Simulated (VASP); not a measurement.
# HgTe (F-43m) in VASP: a series of runs

The runs below take HgTe through electric field gradients, density of states, with PBE.

Everything below comes from runs of VASP 6.6.1. Logs are shortened: lines on timing, memory, paths and dates and some standing lists are left out, and cuts for length are marked.

## Step 1: The cell of the first run

It takes space group F-43m (No. 216, cubic). Conventional cell: a = 6.447 Å, b = 6.447 Å, c = 6.447 Å, α = 90.00°, β = 90.00°, γ = 90.00°. Hg (site symmetry -43m) has 4 Te at 2.79 Å within 3.7 Å. Te (site symmetry -43m) has 4 Hg at 2.79 Å within 3.7 Å.

## Step 2: Electric field gradients, PBE

File INCAR:

```
SYSTEM = HgTe
PREC     = Accurate       ! precision mode
ENCUT    = 520            ! plane-wave cutoff, eV
EDIFF    = 1E-8           ! SCF threshold, eV
ISMEAR   = -1             ! smearing method
SIGMA    = 0.03           ! smearing width, eV
LREAL    = .FALSE.        ! projectors in reciprocal space
LASPH    = .TRUE.         ! aspherical terms in the spheres
NELM     = 60             ! most SCF steps
ALGO     = Normal         ! electronic algorithm
ISIF     = 2              ! what is computed and relaxed
LWAVE    = .FALSE.        ! write WAVECAR
LCHARG   = .FALSE.        ! write CHGCAR
GGA      = PE             ! functional
LEFG     = .TRUE.       
NBANDS   = 16             ! bands
```

File KPOINTS:

```
Automatic mesh
0
G
  11 11 11
  0 0 0
```

File POSCAR:

```
HgTe
1.0
    0.0000000000      3.2235000000      3.2235000000
    3.2235000000      0.0000000000      3.2235000000
    3.2235000000      3.2235000000      0.0000000000
Hg Te
1 1
Direct
    0.0000000000      0.0000000000      0.0000000000
    0.7500000000      0.7500000000      0.7500000000
```

Potentials or basis: VASP PAW PBE potentials, release 64 (Hg, Te).

The run is started by

```bash
$ cat potpaw_PBE.64/Hg/POTCAR potpaw_PBE.64/Te/POTCAR > POTCAR
$ mpirun -np 1 vasp_std > vasp.out
```

OUTCAR:

```text
SYSTEM = HgTe
   PREC = Accurate
   ENCUT = 520
   EDIFF = 1E-8
   ISMEAR = -1
   LREAL = .FALSE.
   LASPH = .TRUE.
   NELM = 60
   ISIF = 2
   GGA = PE

 ion  position               nearest neighbor table
   1  0.000  0.000  0.000-   2 2.79   2 2.79   2 2.79   2 2.79
   2  0.750  0.750  0.750-   1 2.79   1 2.79   1 2.79   1 2.79

  LATTYP: Found a face centered cubic cell.
 ALAT       =     6.4470000000

  Lattice vectors:

 A1 = (   0.0000000000,   3.2235000000,   3.2235000000)
 A2 = (   3.2235000000,   0.0000000000,   3.2235000000)
 A3 = (   3.2235000000,   3.2235000000,   0.0000000000)

Analysis of symmetry for initial positions (statically):
=====================================================================
 Subroutine PRICEL returns:
 Original cell was already a primitive cell.

 Routine SETGRP: Setting up the symmetry group for a
 face centered cubic supercell.

 Subroutine GETGRP returns: Found 24 space group operations
 (whereof 24 operations were pure point group operations)
 out of a pool of 48 trial point group operations.

The static configuration has the point symmetry T_d .

Analysis of symmetry for dynamics (positions and initial velocities):
=====================================================================
 Subroutine PRICEL returns:
 Original cell was already a primitive cell.

 Routine SETGRP: Setting up the symmetry group for a
 face centered cubic supercell.

 Subroutine GETGRP returns: Found 24 space group operations
 (whereof 24 operations were pure point group operations)
 out of a pool of 48 trial point group operations.

The dynamic configuration has the point symmetry T_d .

 Subroutine INISYM returns: Found 24 space group operations
 (whereof 24 operations are pure point group operations),
 and found     1 'primitive' translations

----------------------------------------------------------------------------------------

                                     Primitive cell

  volume of cell :      66.9905

  direct lattice vectors                    reciprocal lattice vectors
     0.000000000  3.223500000  3.223500000    -0.155110904  0.155110904  0.155110904
     3.223500000  0.000000000  3.223500000     0.155110904 -0.155110904  0.155110904
     3.223500000  3.223500000  0.000000000     0.155110904  0.155110904 -0.155110904

  length of vectors
     4.558717418  4.558717418  4.558717418     0.268659967  0.268659967  0.268659967
[... 116 lines left out ...]
 NGX is ok and might be reduce to    36
   NGX = 17   NGY = 17   NGZ = 17

 number of electron      18.0000001 magnetization

 Free energy of the ion-electron system (eV)
  ---------------------------------------------------
  ext. energy  EPLUGINS =         0.00000000
  ---------------------------------------------------
  free energy    TOTEN  =        -3.57234283 eV

  energy without entropy =       -3.57220367  energy(sigma->0) =       -3.57227325

 E-fermi :   3.2145     XC(G=0):  -8.7798

 val. band max:        3.1816245017   @ k =   0.0000   0.0000   0.0000
 cond. band min:       3.6789660086   @ k =   0.0909   0.0000   0.0000
 fundamental gap:      0.4973415069
 Fermi energy:         3.2144864815

 k-point     1 :       0.0000    0.0000    0.0000
  band No.  band energies     occupation
      1      -8.8630      2.00000
      2      -4.2195      2.00000
      3      -4.2195      2.00000
      4      -4.2195      2.00000
      5      -3.6799      2.00000
      6      -3.6799      2.00000
[... 433 lines left out ...]
      3      -4.1054      2.00000
      4      -4.0063      2.00000
      5      -3.7028      2.00000
      6      -3.6525      2.00000
[... 8 lines left out ...]
     15      12.3537      0.00000
     16      12.6230      0.00000

 [... further k-points ...]
[... 5 lines left out ...]
  --------------------------------------------------------------------------------------
  -------------------------------------------------------------------------------------
  Total        1.7329506      1.7329506      1.7329506      0.0000000      0.0000000     -0.0000000
  in kB       41.4461079     41.4461079     41.4461079      0.0000000      0.0000000     -0.0000000
  external PRESSURE =      41.4461079 kB  Pullay stress =       0.0000000 kB

 VOLUME and BASIS-vectors are now :
 -----------------------------------------------------------------------------
  energy-cutoff  :      520.00
  volume of cell :       66.99
      direct lattice vectors                 reciprocal lattice vectors
     0.000000000  3.223500000  3.223500000    -0.155110904  0.155110904  0.155110904
     3.223500000  0.000000000  3.223500000     0.155110904 -0.155110904  0.155110904
     3.223500000  3.223500000  0.000000000     0.155110904  0.155110904 -0.155110904

 POSITION                                       TOTAL-FORCE (eV/Angst)
 -----------------------------------------------------------------------------------
      0.00000      0.00000      0.00000        -0.000000     -0.000000     -0.000000
      4.83525      4.83525      4.83525         0.000000      0.000000      0.000000
 -----------------------------------------------------------------------------------
    total drift:                                0.000000      0.000000      0.000000

  FREE ENERGIE OF THE ION-ELECTRON SYSTEM (eV)
  ---------------------------------------------------
  free  energy   TOTEN  =        -3.5723428262 eV

  energy  without entropy=       -3.5722036686  energy(sigma->0) =       -3.57227325

 Electric field gradients (V/A^2)
---------------------------------------------------------------------
 ion       V_xx      V_yy      V_zz      V_xy      V_xz      V_yz
---------------------------------------------------------------------
   1      -0.000     0.000     0.000    -0.000    -0.000    -0.000
   2       0.000    -0.000    -0.000    -0.000    -0.000    -0.000
---------------------------------------------------------------------

 Electric field gradients after diagonalization (V/A^2)
 (convention: |V_zz| > |V_xx| > |V_yy|)
----------------------------------------------------------------------
 ion       V_xx      V_yy      V_zz     asymmetry (V_yy - V_xx)/ V_zz
----------------------------------------------------------------------
   1       0.000     0.000    -0.001       0.000
   2       0.000     0.000    -0.000       0.000
----------------------------------------------------------------------

           NMR quadrupolar parameters

 Cq : quadrupolar parameter    Cq=e*Q*V_zz/h
 eta: asymmetry parameters     (V_yy - V_xx)/ V_zz
 Q  : nuclear electric quadrupole moment in mb (millibarn)
----------------------------------------------------------------------
 ion       Cq(MHz)       eta       Q (mb)
----------------------------------------------------------------------
   1      -0.000       0.000       1.000
   2      -0.000       0.000       1.000
----------------------------------------------------------------------
```

stdout:

```text
POSCAR found type information on POSCAR HgTe
 POSCAR found :  2 types and       2 ions
 scaLAPACK will be used
 LDA part: xc-table for (Slater+PW92), standard interpolation
 POSCAR, INCAR and KPOINTS ok, starting setup
 FFT: planning ... GRIDC
 FFT: planning ... GRID_SOFT
 FFT: planning ... GRID
 WAVECAR not read
 entering main loop
ion   1

ion   2
```

It took 54 s on 1 thread of Intel Xeon Platinum 8375C at 2.90GHz (Ice Lake), shared host; peak memory 0.24 GiB.

What came out:

| Quantity | Value |
| --- | --- |
| Free energy | -3.5723 eV |
| Pressure | 4.1 GPa |
| Band gap on the k mesh | zero (filled and empty bands touch) |

Caveat: without QUAD_EFG the Cq values of the log hold for a quadrupole moment of 1 mb, not for the nuclei; spin-orbit coupling is left out, which moves the levels of the heavy elements.

## Step 3: Electric field gradients, PBE (volume scaled by 1.025)

File INCAR:

```
SYSTEM = HgTe
PREC     = Accurate       ! precision mode
ENCUT    = 520            ! plane-wave cutoff, eV
EDIFF    = 1E-8           ! SCF threshold, eV
ISMEAR   = -1             ! smearing method
SIGMA    = 0.03           ! smearing width, eV
LREAL    = .False.        ! projectors in reciprocal space
LASPH    = .True.         ! aspherical terms in the spheres
NELM     = 60             ! most SCF steps
ALGO     = Normal         ! electronic algorithm
ISIF     = 2              ! what is computed and relaxed
LWAVE    = .False.        ! write WAVECAR
LCHARG   = .False.        ! write CHGCAR
GGA      = PE             ! functional
LEFG     = .True.       
NBANDS   = 16             ! bands
```

File KPOINTS:

```
regular mesh
0
Gamma
  11 11 11
  0 0 0
```

File POSCAR:

```
HgTe
1.0
    0.0000000000      3.2501417040      3.2501417040
    3.2501417040      0.0000000000      3.2501417040
    3.2501417040      3.2501417040      0.0000000000
Hg Te
1 1
Direct
    0.0000000000      0.0000000000      0.0000000000
    0.7500000000      0.7500000000      0.7500000000
```

Potentials or basis: VASP PAW PBE potentials, release 64 (Hg, Te).

The run is started by

```bash
$ cat potpaw_PBE.64/Hg/POTCAR potpaw_PBE.64/Te/POTCAR > POTCAR
$ mpirun -np 1 vasp_std > vasp.out
```

OUTCAR:

```text
SYSTEM = HgTe
   PREC = Accurate
   ENCUT = 520
   EDIFF = 1E-8
   ISMEAR = -1
   LREAL = .False.
   LASPH = .True.
   NELM = 60
   ISIF = 2
   GGA = PE

 ion  position               nearest neighbor table
   1  0.000  0.000  0.000-   2 2.81   2 2.81   2 2.81   2 2.81
   2  0.750  0.750  0.750-   1 2.81   1 2.81   1 2.81   1 2.81

  LATTYP: Found a face centered cubic cell.
 ALAT       =     6.5002834080

  Lattice vectors:

 A1 = (   0.0000000000,   3.2501417040,   3.2501417040)
 A2 = (   3.2501417040,   0.0000000000,   3.2501417040)
 A3 = (   3.2501417040,   3.2501417040,   0.0000000000)

Analysis of symmetry for initial positions (statically):
=====================================================================
 Subroutine PRICEL returns:
 Original cell was already a primitive cell.

 Routine SETGRP: Setting up the symmetry group for a
 face centered cubic supercell.

 Subroutine GETGRP returns: Found 24 space group operations
 (whereof 24 operations were pure point group operations)
 out of a pool of 48 trial point group operations.

The static configuration has the point symmetry T_d .

Analysis of symmetry for dynamics (positions and initial velocities):
=====================================================================
 Subroutine PRICEL returns:
 Original cell was already a primitive cell.

 Routine SETGRP: Setting up the symmetry group for a
 face centered cubic supercell.

 Subroutine GETGRP returns: Found 24 space group operations
 (whereof 24 operations were pure point group operations)
 out of a pool of 48 trial point group operations.

The dynamic configuration has the point symmetry T_d .

 Subroutine INISYM returns: Found 24 space group operations
 (whereof 24 operations are pure point group operations),
 and found     1 'primitive' translations

----------------------------------------------------------------------------------------

                                     Primitive cell

  volume of cell :      68.6652

  direct lattice vectors                    reciprocal lattice vectors
     0.000000000  3.250141704  3.250141704    -0.153839446  0.153839446  0.153839446
     3.250141704  0.000000000  3.250141704     0.153839446 -0.153839446  0.153839446
     3.250141704  3.250141704  0.000000000     0.153839446  0.153839446 -0.153839446

  length of vectors
     4.596394477  4.596394477  4.596394477     0.266457737  0.266457737  0.266457737

  position of ions in fractional coordinates (direct lattice)
     0.000000000  0.000000000  0.000000000
     0.750000000  0.750000000  0.750000000

  ion indices of the primitive-cell ions
   primitive index   ion index
                 1           1
                 2           2

----------------------------------------------------------------------------------------

 KPOINTS: regular mesh

Automatic generation of k-mesh.
 Grid dimensions read from file:
 generate k-points for:   11   11   11

 Generating k-lattice:

  Cartesian coordinates                     Fractional coordinates (reciprocal lattice)
[... 65 lines left out ...]
   NFREE  =      0    steps in history (QN), initial steepest desc. (CG)
   ISIF   =      2    stress and relaxation
   ISYM   =      2    0-nonsym 1-usesym 2-fastsym
   POTIM  = 0.5000    time-step for ionic-motion
   TEBEG  =    0.0;   TEEND  =   0.0 temperature during run
   PSTRESS=    0.0 pullay stress
   NELECT =      18.0000    total number of electrons
   NUPDOWN=      -1.0000    fix difference up-down
   EMIN   =  10.00;   EMAX   =-10.00  energy-range for DOS
   EFERMI =   0.00;   METHOD = LEGACY
   ISMEAR =    -1;   SIGMA  =   0.03  broadening in eV -4-tet -1-fermi 0-gaus
   EFERMI_NEDOS =   21; number of points for ismear=-14 and -15
   IALGO  =     38    algorithm
   IMIX   =      4    mixing-type and parameters
     AMIX     =   0.40;   BMIX     =  1.00
     AMIX_MAG =   1.60;   BMIX_MAG =  1.00
  volume/ion in A,a.u.               =      34.33       231.69
  Fermi-wavevector in a.u.,A,eV,Ry     =   1.047740  1.979941 14.935909  1.097758
  Thomas-Fermi vector in A             =   2.182632
   LORBIT       =      0    0 simple, 1 ext, 2 COOP (PROOUT), +10 PAW based schemes
   GGA     = PE    functional components
   LHFCALC =     F    Hartree Fock is set to
   AEXX    =    0.0000 exact exchange contribution
   IVDW    =     0    specifies the selected vdW correction
   LEPSILON=     F    determine dielectric tensor
   LRPA    =     F    only Hartree local field effects (RPA)
 non-spin polarized calculation
  energy-cutoff  :      520.00
  volume of cell :       68.67
 maximum number of plane-waves:      1868
 NGX is ok and might be reduce to    36
   NGX = 17   NGY = 17   NGZ = 17

 number of electron      18.0000002 magnetization

 Free energy of the ion-electron system (eV)
  ---------------------------------------------------
  ext. energy  EPLUGINS =         0.00000000
  ---------------------------------------------------
  free energy    TOTEN  =        -3.60923070 eV

  energy without entropy =       -3.60908605  energy(sigma->0) =       -3.60915837

 E-fermi :   2.9547     XC(G=0):  -8.6668

 val. band max:        2.9199653391   @ k =   0.0000   0.0000   0.0000
 cond. band min:       3.3883056985   @ k =   0.0909   0.0000   0.0000
 fundamental gap:      0.4683403594
 Fermi energy:         2.9546915784

 k-point     1 :       0.0000    0.0000    0.0000
  band No.  band energies     occupation
      1      -8.9471      2.00000
      2      -4.3369      2.00000
      3      -4.3369      2.00000
      4      -4.3369      2.00000
      5      -3.8270      2.00000
      6      -3.8270      2.00000
[... 433 lines left out ...]
      3      -4.2278      2.00000
      4      -4.1258      2.00000
      5      -3.8481      2.00000
      6      -3.8011      2.00000
[... 8 lines left out ...]
     15      12.0558      0.00000
     16      12.3319      0.00000

 [... further k-points ...]
[... 5 lines left out ...]
  --------------------------------------------------------------------------------------
  -------------------------------------------------------------------------------------
  Total        1.2310426      1.2310426      1.2310426      0.0000000      0.0000000     -0.0000000
  in kB       28.7241240     28.7241240     28.7241240      0.0000000      0.0000000     -0.0000000
  external PRESSURE =      28.7241240 kB  Pullay stress =       0.0000000 kB

 VOLUME and BASIS-vectors are now :
 -----------------------------------------------------------------------------
  energy-cutoff  :      520.00
  volume of cell :       68.67
      direct lattice vectors                 reciprocal lattice vectors
     0.000000000  3.250141704  3.250141704    -0.153839446  0.153839446  0.153839446
     3.250141704  0.000000000  3.250141704     0.153839446 -0.153839446  0.153839446
     3.250141704  3.250141704  0.000000000     0.153839446  0.153839446 -0.153839446

 POSITION                                       TOTAL-FORCE (eV/Angst)
 -----------------------------------------------------------------------------------
      0.00000      0.00000      0.00000        -0.000000     -0.000000     -0.000000
      4.87521      4.87521      4.87521         0.000000      0.000000      0.000000
 -----------------------------------------------------------------------------------
    total drift:                                0.000000      0.000000      0.000000

  FREE ENERGIE OF THE ION-ELECTRON SYSTEM (eV)
  ---------------------------------------------------
  free  energy   TOTEN  =        -3.6092306977 eV

  energy  without entropy=       -3.6090860490  energy(sigma->0) =       -3.60915837

 Electric field gradients (V/A^2)
---------------------------------------------------------------------
 ion       V_xx      V_yy      V_zz      V_xy      V_xz      V_yz
---------------------------------------------------------------------
   1      -0.000     0.000    -0.000    -0.000    -0.000    -0.000
   2      -0.000     0.000     0.000    -0.000    -0.000    -0.000
---------------------------------------------------------------------

 Electric field gradients after diagonalization (V/A^2)
 (convention: |V_zz| > |V_xx| > |V_yy|)
----------------------------------------------------------------------
 ion       V_xx      V_yy      V_zz     asymmetry (V_yy - V_xx)/ V_zz
----------------------------------------------------------------------
   1       0.000     0.000    -0.000       0.000
   2       0.000     0.000    -0.000       0.000
----------------------------------------------------------------------

           NMR quadrupolar parameters

 Cq : quadrupolar parameter    Cq=e*Q*V_zz/h
 eta: asymmetry parameters     (V_yy - V_xx)/ V_zz
 Q  : nuclear electric quadrupole moment in mb (millibarn)
----------------------------------------------------------------------
 ion       Cq(MHz)       eta       Q (mb)
----------------------------------------------------------------------
   1      -0.000       0.000       1.000
   2      -0.000       0.000       1.000
----------------------------------------------------------------------
```

Run time: 56 s. Hardware: 1 thread of Intel Xeon Platinum 8375C at 2.90GHz (Ice Lake), shared host; peak memory 0.24 GiB.

What came out:

```yaml
Free_energy: -3.6092 eV
Pressure: 2.9 GPa
Band_gap_on_the_k_mesh: zero (filled and empty bands touch)
```

Levels at points of the mesh, in eV from the Fermi level:
| k point | band 5 | band 6 | band 7 | band 8 | band 9 | band 10 | band 11 | band 12 | band 13 | band 14 |
| --- | --- | --- | --- | --- | --- | --- | --- | --- | --- | --- |
| (0.00, 0.00, 0.00) | -6.78 | -6.78 | -0.80 | -0.03 | -0.03 | -0.03 | 4.23 | 4.23 | 4.23 | 6.46 |

Caveat: without QUAD_EFG the Cq values of the log hold for a quadrupole moment of 1 mb, not for the nuclei; spin-orbit coupling is left out, which moves the levels of the heavy elements.

(Continued in part 2 of 2.)
